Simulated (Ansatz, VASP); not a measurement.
**Hf3C4: VASP beside Ansatz**

```
Hf C
1.0
     5.30194    0.00000    0.00000
    -2.65097    4.59162    0.00000
     0.00000    0.00000    5.25413
Hf C
3 4
Cartesian
  0.0000 0.0000 0.0000
  2.6510 1.5305 0.0000
  0.0000 3.0611 0.0000
  0.0000 0.0000 3.2494
  0.0000 0.0000 2.0048
  0.0000 3.0611 2.6271
  2.6510 1.5305 2.6271
```

Alike in both runs: functional PBE; k mesh 6 × 6 × 4; occupations gaussian, width 0.1 eV; no spin polarisation.

Ansatz relaxed the structure, and its values are those at the end. VASP's run is a single point on that final structure, the one shown.

|  | VASP | Ansatz |
| --- | --- | --- |
| version | VASP 6.6.1 | Ansatz 0.2.0 |
| potentials or method | VASP PAW PBE potentials, release 64 (Hf_pv, C), cutoff 520 eV | scalar-relativistic, plane waves, PAW |
| valence electrons in the cell | 46 | 94 |

VASP gave:

- gap on the k mesh at the Fermi level (eV): none
- pressure (GPa): 0.1
- rms of the force components (eV/Å): 0.015

Question: Which values does Ansatz return?

Answer: gap on the k mesh at the Fermi level (eV): none; pressure (GPa): 0.1; rms of the force components (eV/Å): 0.006.

A gap of «none» marks a metal or a gap that the smearing closes. VASP's potentials hold 46 valence electrons a cell and Ansatz's 94, so a difference there can come from the potentials and not from the codes.

Spin-orbit coupling is off throughout.
